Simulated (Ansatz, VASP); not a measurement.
# GaP: VASP beside Ansatz

The input INCAR:

```
PREC = Accurate ; ENCUT = 520
EDIFF = 1E-6 ; ISMEAR = 0
SIGMA = 0.05 ; LREAL = F
LASPH = T ; NELM = 60
ALGO = Normal ; ISIF = 2
LWAVE = F ; LCHARG = F
GGA = PE ; NBANDS = 16
```

Contents of KPOINTS:

```
regular mesh
0
Gamma
  10 10 10
```

Contents of POSCAR:

```
GaP
1.0
    0.0000000000      2.7770660695      2.7770660695
    2.7770660695      0.0000000000      2.7770660695
    2.7770660695      2.7770660695      0.0000000000
Ga P
1 1
Direct
    0.0000000000      0.0000000000      0.0000000000
    0.7500000000      0.7500000000      0.7500000000
```

Input for Ansatz:

```yaml
crystal:
  lattice:
    - [0.0, 2.7770660695, 2.7770660695]
    - [2.7770660695, 0.0, 2.7770660695]
    - [2.7770660695, 2.7770660695, 0.0]
  atoms:
    - { symbol: Ga, position: [0.0, 0.0, 0.0] }
    - { symbol: P, position: [0.75, 0.75, 0.75] }
basis:
  ecutwfc: 420
kpoints:
  mp_grid: { grid: [10, 10, 10] }
hamiltonian:
  xc: pbe
  pseudopotentials: { kind: paw, azcp: { folder: soft_1 } }
scf:
  occupations: { method: gaussian, width: 0.05 }
output:
  forces: true
  stress: true
  eigenvalues: true
```

Alike in both runs: task single point; functional PBE; k mesh 10 × 10 × 10; occupations gaussian, width 0.05 eV; no spin polarisation.

|  | VASP | Ansatz |
| --- | --- | --- |
| version | VASP 6.6.1 | Ansatz 0.2.0 |
| potentials or method | VASP PAW PBE potentials, release 64 (Ga_d, P), cutoff 520 eV | scalar-relativistic, plane waves, PAW |
| valence electrons in the cell | 18 | 18 |

Ansatz gave:

| Property | Result |
| --- | --- |
| gap on the k mesh at the Fermi level (eV) | 1.37 |
| least direct gap on the mesh (eV) | 1.37 |
| pressure (GPa) | -1.9 |

Problem. What did VASP give for the same quantities?

Solution. gap on the k mesh at the Fermi level (eV): 1.36; least direct gap on the mesh (eV): 1.36; pressure (GPa): -1.9.
